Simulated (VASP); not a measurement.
# Cs (Pm-3m) in VASP: further runs, part 2 of 2

VASP 6.6.1.

## 3. Single point, r2SCAN

POSCAR

```
Cs
1.0
    5.0255531860      0.0000000000      0.0000000000
    0.0000000000      5.0255531860      0.0000000000
    0.0000000000      0.0000000000      5.0255531860
Cs
1
Direct
    0.0000000000      0.0000000000      0.0000000000
```

INCAR.step1

```
SYSTEM = Cs
ALGO = Normal
EDIFF = 1E-4
ENCUT = 520
GGA = PE
ISMEAR = -1
LASPH = .True.
LCHARG = .False.
LREAL = .False.
LWAVE = .True.
NBANDS = 10
NELM = 80
PREC = Accurate
SIGMA = 0.1
```

INCAR.step2

```
SYSTEM = Cs
ALGO = Normal
EDIFF = 1E-6
ENCUT = 520
ISIF = 2
ISMEAR = -1
ISTART = 1
LASPH = .True.
LCHARG = .False.
LMIXTAU = .True.
LREAL = .False.
LWAVE = .False.
METAGGA = R2SCAN
NBANDS = 10
NELM = 80
PREC = Accurate
SIGMA = 0.1
```

KPOINTS

```
k-points
0
Gamma
  10 10 10
  0 0 0
```

Potentials or basis: VASP PAW PBE potentials, release 64 (Cs_sv).

Command:

```bash
$ cat potpaw_PBE.64/Cs_sv/POTCAR > POTCAR
$ cp INCAR.step1 INCAR
$ mpirun -np 1 vasp_std > vasp.out
$ cp INCAR.step2 INCAR
$ mpirun -np 1 vasp_std > vasp.out
```

OUTCAR:

```text
SYSTEM = Cs
   EDIFF = 1E-6
   ENCUT = 520
   ISIF = 2
   ISMEAR = -1
   ISTART = 1
   LASPH = .True.
   LREAL = .False.
   METAGGA = R2SCAN
   NELM = 80
   PREC = Accurate

 ion  position               nearest neighbor table
   1  0.000  0.000  0.000-

  LATTYP: Found a simple cubic cell.
 ALAT       =     5.0255531860

  Lattice vectors:

 A1 = (   5.0255531860,   0.0000000000,   0.0000000000)
 A2 = (   0.0000000000,   5.0255531860,   0.0000000000)
 A3 = (   0.0000000000,   0.0000000000,   5.0255531860)

Analysis of symmetry for initial positions (statically):
=====================================================================
 Subroutine PRICEL returns:
 Original cell was already a primitive cell.

 Routine SETGRP: Setting up the symmetry group for a
 simple cubic supercell.

 Subroutine GETGRP returns: Found 48 space group operations
 (whereof 48 operations were pure point group operations)
 out of a pool of 48 trial point group operations.

The static configuration has the point symmetry O_h .

Analysis of symmetry for dynamics (positions and initial velocities):
=====================================================================
 Subroutine PRICEL returns:
 Original cell was already a primitive cell.

 Routine SETGRP: Setting up the symmetry group for a
 simple cubic supercell.

 Subroutine GETGRP returns: Found 48 space group operations
 (whereof 48 operations were pure point group operations)
 out of a pool of 48 trial point group operations.

The dynamic configuration has the point symmetry O_h .

 Subroutine INISYM returns: Found 48 space group operations
 (whereof 48 operations are pure point group operations),
 and found     1 'primitive' translations

----------------------------------------------------------------------------------------

                                     Primitive cell

  volume of cell :     126.9263

[... 103 lines left out ...]
   IALGO  =     38    algorithm
   IMIX   =      4    mixing-type and parameters
     AMIX     =   0.40;   BMIX     =  1.00
     AMIX_MAG =   1.60;   BMIX_MAG =  1.00
  volume/ion in A,a.u.               =     126.93       856.54
  Fermi-wavevector in a.u.,A,eV,Ry     =   0.677597  1.280474  6.246957  0.459138
  Thomas-Fermi vector in A             =   1.755253
   LORBIT       =      0    0 simple, 1 ext, 2 COOP (PROOUT), +10 PAW based schemes
   METAGGA = R2SCAN    functional components
   LHFCALC =     F    Hartree Fock is set to
   AEXX    =    0.0000 exact exchange contribution
   IVDW    =     0    specifies the selected vdW correction
   LEPSILON=     F    determine dielectric tensor
   LRPA    =     F    only Hartree local field effects (RPA)
 non-spin polarized calculation
  energy-cutoff  :      520.00
  volume of cell :      126.93
 maximum number of plane-waves:      3451
 NGX is ok and might be reduce to    40
   NGX = 19   NGY = 19   NGZ = 19

 number of electron       8.9999999 magnetization

 Free energy of the ion-electron system (eV)
  ---------------------------------------------------
  ext. energy  EPLUGINS =         0.00000000
  ---------------------------------------------------
  free energy    TOTEN  =       -24.94667371 eV

  energy without entropy =      -24.90635908  energy(sigma->0) =      -24.92651639

 E-fermi :   0.3344     XC(G=0):  -5.3732

 val. band max:        0.2820511333   @ k =   0.5000   0.0000   0.0000
 cond. band min:       0.3516785721   @ k =   0.4000   0.2000   0.2000
 fundamental gap:      0.0696274388
 Fermi energy:         0.3343798398

 k-point     1 :       0.0000    0.0000    0.0000
  band No.  band energies     occupation
      1     -24.7107      2.00000
      2     -11.0678      2.00000
      3     -11.0678      2.00000
      4     -11.0678      2.00000
      5      -1.3363      2.00000
      6       1.8761      0.00000
      7       1.8761      0.00000
      8       4.8870      0.00000
      9       4.8870      0.00000
     10       4.8870      0.00000
[... 287 lines left out ...]
 k-point    24 :       0.3000    0.1000    0.1000
  band No.  band energies     occupation
      1     -24.7052      2.00000
      2     -11.1669      2.00000
      3     -11.0729      2.00000
      4     -11.0715      2.00000
      5      -0.4757      1.99939
      6       1.6653      0.00000
      7       2.2160      0.00000
      8       3.5156      0.00000
      9       3.5310      0.00000
     10       4.5405      0.00000

 [... further k-points ...]
[... 5 lines left out ...]
  --------------------------------------------------------------------------------------
  -------------------------------------------------------------------------------------
  Total       -0.0028582     -0.0028582     -0.0028582      0.0000000      0.0000000     -0.0000000
  in kB       -0.0360788     -0.0360788     -0.0360788      0.0000000      0.0000000     -0.0000000
  external PRESSURE =      -0.0360788 kB  Pullay stress =       0.0000000 kB

 VOLUME and BASIS-vectors are now :
 -----------------------------------------------------------------------------
  energy-cutoff  :      520.00
  volume of cell :      126.93
      direct lattice vectors                 reciprocal lattice vectors
     5.025553186  0.000000000  0.000000000     0.198983070  0.000000000  0.000000000
     0.000000000  5.025553186  0.000000000     0.000000000  0.198983070  0.000000000
     0.000000000  0.000000000  5.025553186     0.000000000  0.000000000  0.198983070

 POSITION                                       TOTAL-FORCE (eV/Angst)
 -----------------------------------------------------------------------------------
      0.00000      0.00000      0.00000         0.000000      0.000000      0.000000
 -----------------------------------------------------------------------------------
    total drift:                               -0.000000     -0.000000     -0.000000

  FREE ENERGIE OF THE ION-ELECTRON SYSTEM (eV)
  ---------------------------------------------------
  free  energy   TOTEN  =       -24.9466737102 eV

  energy  without entropy=      -24.9063590783  energy(sigma->0) =      -24.92651639
```

OUTCAR.step1:

```text
SYSTEM = Cs
   EDIFF = 1E-4
   ENCUT = 520
   GGA = PE
   ISMEAR = -1
   LASPH = .True.
   LREAL = .False.
[... 528 lines left out ...]
 -----------------------------------------------------------------------------------
      0.00000      0.00000      0.00000         0.000000      0.000000      0.000000
 -----------------------------------------------------------------------------------
    total drift:                               -0.000000     -0.000000     -0.000000

  FREE ENERGIE OF THE ION-ELECTRON SYSTEM (eV)
  ---------------------------------------------------
  free  energy   TOTEN  =        -0.7773509723 eV

  energy  without entropy=       -0.7389856380  energy(sigma->0) =       -0.75816831
```

OSZICAR.step1:

```text
N       E                     dE             d eps       ncg     rms          rms(c)
DAV:   1     0.535223323891E+02    0.53522E+02   -0.28799E+03  1120   0.615E+02
DAV:   2     0.517790396627E+01   -0.48344E+02   -0.47344E+02  1464   0.106E+02
DAV:   3    -0.685127556046E+00   -0.58630E+01   -0.58536E+01  1300   0.426E+01
DAV:   4    -0.776580198489E+00   -0.91453E-01   -0.91428E-01  1416   0.643E+00
DAV:   5    -0.777141757562E+00   -0.56156E-03   -0.56152E-03  1554   0.484E-01    0.148E-01
DAV:   6    -0.776962960184E+00    0.17880E-03   -0.15623E-03  1518   0.185E-01    0.105E-01
DAV:   7    -0.777295882844E+00   -0.33292E-03   -0.48645E-03  1510   0.335E-01    0.451E-02
DAV:   8    -0.777350972265E+00   -0.55089E-04   -0.15754E-04  1282   0.795E-02
   1 F= -.77735097E+00 E0= -.75816831E+00  d E =-.383653E-01
```

Wall time 5.3 min (1 thread of Intel Xeon Platinum 8488C (Sapphire Rapids), shared host); peak memory 0.28 GiB.

What came out:

```yaml
Free_energy: -24.9467 eV
Pressure: 0.0 GPa
Band_gap_on_the_k_mesh: zero (an odd number of electrons rules out a gap without spin polarisation)
```

Caveat: the PAW data sets were made with another functional, which shifts forces and pressure a little; spin-orbit coupling is left out, which moves the levels of the heavy elements.

## 4. Relaxation of cell and atoms, r2SCAN

This run uses another cell than the first one, of 119.28 Å³/atom.

POSCAR

```
Cs
1.0
    4.9225963477      0.0000000000      0.0000000000
    0.0000000000      4.9225963477      0.0000000000
    0.0000000000      0.0000000000      4.9225963477
Cs
1
Direct
    0.0000000000      0.0000000000      0.0000000000
```

INCAR.step1

```
  PREC = Accurate
  ENCUT = 600
  ISMEAR = -1
  SIGMA = 0.1
  LREAL = F
  LASPH = T
  NELM = 100
  GGA = PE
  ALGO = Normal
  EDIFF = 1E-4
  LWAVE = T
  LCHARG = F
```

INCAR.step2

```
  PREC = Accurate
  ENCUT = 600
  EDIFF = 1E-6
  ISMEAR = -1
  SIGMA = 0.1
  LREAL = F
  LASPH = T
  NELM = 100
  ALGO = Normal
  ISIF = 3
  LWAVE = F
  LCHARG = F
  METAGGA = R2SCAN
  LMIXTAU = T
  IBRION = 2
  NSW = 80
  EDIFFG = -0.01
  ISTART = 1
```

KPOINTS

```
Automatic mesh
0
Gamma
  7 7 7
```

Command:

```bash
$ cat potpaw_PBE.64/Cs_sv/POTCAR > POTCAR
$ cp INCAR.step1 INCAR
$ mpirun -np 1 vasp_std > vasp.out
$ cp INCAR.step2 INCAR
$ mpirun -np 1 vasp_std > vasp.out
```

Run time: 5.1 min. Hardware: 1 thread of Intel Xeon Platinum 8488C (Sapphire Rapids), shared host; peak memory 0.26 GiB.

Results (log left out):

- Free energy: -24.9449 eV
- Relaxed volume: 127.31 Å³/atom
- Relaxed cell: a = 5.031 Å, b = 5.031 Å, c = 5.031 Å, α = 90.00°, β = 90.00°, γ = 90.00°
- Space group after relaxing (to 0.1 Å): Pm-3m (No. 221)
- Energy gained by relaxing: 2.6 meV/atom
- Ionic steps: 5
- Pressure after relaxing: 0.0 GPa
- Band gap on the k mesh: zero (an odd number of electrons rules out a gap without spin polarisation)

Step by step:
| step | energy change (eV) | largest force (eV/Å) | pressure (GPa) | volume (Å³) |
| --- | --- | --- | --- | --- |
| 1 | 0.0000 | 0.0000 | 0.11 | 119.28 |
| 2 | -0.0009 | 0.0000 | 0.09 | 120.71 |
| 3 | -0.0024 | 0.0000 | 0.03 | 125.05 |
| 4 | -0.0011 | 0.0000 | -0.08 | 134.05 |
| 5 | -0.0026 | 0.0000 | 0.00 | 127.31 |

Final structure:
```
Cs
1.0
     5.03061    0.00000    0.00000
     0.00000    5.03061    0.00000
     0.00000    0.00000    5.03061
Cs
1
Direct
  0.00000 0.00000 0.00000
```

Levels at points of the mesh, in eV from the Fermi level:
```
           k point  band 2  band 3  band 4  band 5  band 6  band 7  band 8
(0.00, 0.00, 0.00)  -11.39  -11.39  -11.39   -1.66    1.55    1.55    4.56
```

Caveat: the PAW data sets were made with another functional, which shifts forces and pressure a little; spin-orbit coupling is left out, which moves the levels of the heavy elements.

## 5. Summary

```tsv
task	cell	k mesh	cutoff (eV)	gap on the mesh (eV)	pressure (GPa)
single point	a = 5.026 Å, 1 atom	7 × 7 × 7	520	none	0.0
single point	a = 5.026 Å, 1 atom	10 × 10 × 10	520	none	0.0
relaxation of cell and atoms	relaxed from a = 4.923 Å, 1 atom	7 × 7 × 7	600	none	0.0
```

Alike in all rows: level r2SCAN; potentials or basis VASP PAW PBE potentials, release 64 (Cs_sv); no spin polarisation; smearing fermi-dirac 0.1 eV.

Caveats: the PAW data sets were made with another functional, which shifts forces and pressure a little; spin-orbit coupling is left out, which moves the levels of the heavy elements.

Total energies depend on the potentials used, so only differences within one code and one set of settings carry meaning.

The gap in the log of VASP goes by the Fermi energy; the results here count the filled bands.